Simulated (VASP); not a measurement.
Here is a VASP 6.6.1 calculation.

INCAR

```
PREC = Accurate ; ENCUT = 560
EDIFF = 1E-6 ; ISMEAR = 0
SIGMA = 0.05 ; LREAL = F
LASPH = T ; NELM = 120
ALGO = Normal ; ISIF = 2
LWAVE = F ; LCHARG = F
GGA = PS ; NBANDS = 40
GGA_COMPAT = F
```

File KPOINTS:

```
regular mesh
0
Gamma
  8 8 8
```

Contents of POSCAR:

```
AsIr
1.0
    2.9712540280      0.0000000000      0.0000000000
    0.0000000000      2.9712540280      0.0000000000
    0.0000000000      0.0000000000      7.7684126137
Ir As
2 2
Direct
    0.0000000000      0.5000000000      0.0000000000
    0.5000000000      0.0000000000      0.5000000000
    0.0000000000      0.0000000000      0.2500000000
    0.0000000000      0.0000000000      0.7500000000
```

Potentials or basis: VASP PAW PBE potentials, release 64 (Ir_sv_GW, As_d).

Run with:

```sh
$ cat potpaw_PBE.64/Ir_sv_GW/POTCAR potpaw_PBE.64/As_d/POTCAR > POTCAR
$ mpirun -np 1 vasp_std > vasp.out
```

Predict the pressure.

-6.4 GPa.

What does it give for the band gap on the k mesh?

Zero (bands 32 and 33 overlap by 1.42 eV).

Stress tensor (GPa, compression positive):
```
-6.33  0.00  0.00
 0.00 -6.33  0.00
 0.00  0.00 -6.44
```

Caveat: the cell stands under tension; the PAW data sets were made with another functional, which shifts forces and pressure a little; spin-orbit coupling is left out, which moves the levels of the heavy elements.
